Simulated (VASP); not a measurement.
Input of a VASP 6.6.1 run:

The input INCAR:

```
SYSTEM = Cs
PREC = Accurate ; ENCUT = 600
EDIFF = 1E-7 ; ISMEAR = 0
SIGMA = 0.1 ; LREAL = .False.
LASPH = .True. ; NELM = 60
ALGO = Fast ; ISIF = 3
LWAVE = .False. ; LCHARG = .False.
GGA = PS ; IBRION = 2
NSW = 100 ; EDIFFG = -0.01
```

KPOINTS

```
Automatic mesh
0
Gamma
  12 12 12
  0 0 0
```

The input POSCAR:

```
Cs
1.0
    5.3673347428      0.0000000000      0.0000000000
   -2.6836673714      4.6482482379      0.0000000000
    0.0000000000      0.0000000000      5.0151034003
Cs
1
Direct
    0.0000000000      0.0000000000      0.0000000000
```

Potentials or basis: VASP PAW PBE potentials, release 64 (Cs_sv).

Command:

```bash
$ cat potpaw_PBE.64/Cs_sv/POTCAR > POTCAR
$ mpirun -np 1 vasp_std > vasp.out
```

Q: Estimate the band gap on the k mesh.

A: Zero (an odd number of electrons rules out a gap without spin polarisation).

Q: Estimate the relaxed cell.

A: a = 5.188 Å, b = 5.188 Å, c = 4.884 Å, α = 90.00°, β = 90.00°, γ = 120.00°.

Q: What does it give for the space group after relaxing (to 0.1 Å)?

A: P6/mmm (No. 191).

Q: Predict the relaxed volume.

A: 113.84 Å³/atom.

Final structure:
```cif
data_structure
_symmetry_space_group_name_H-M 'P 1'
_symmetry_Int_Tables_number 1
_cell_length_a 5.1879
_cell_length_b 5.1879
_cell_length_c 4.8841
_cell_angle_alpha 90.000
_cell_angle_beta 90.000
_cell_angle_gamma 120.000
_cell_volume 113.84
loop_
_atom_site_label
_atom_site_type_symbol
_atom_site_fract_x
_atom_site_fract_y
_atom_site_fract_z
_atom_site_occupancy
Cs1 Cs 0.00000 0.00000 0.00000 1
```

Caveat: the PAW data sets were made with another functional, which shifts forces and pressure a little; spin-orbit coupling is left out, which moves the levels of the heavy elements.
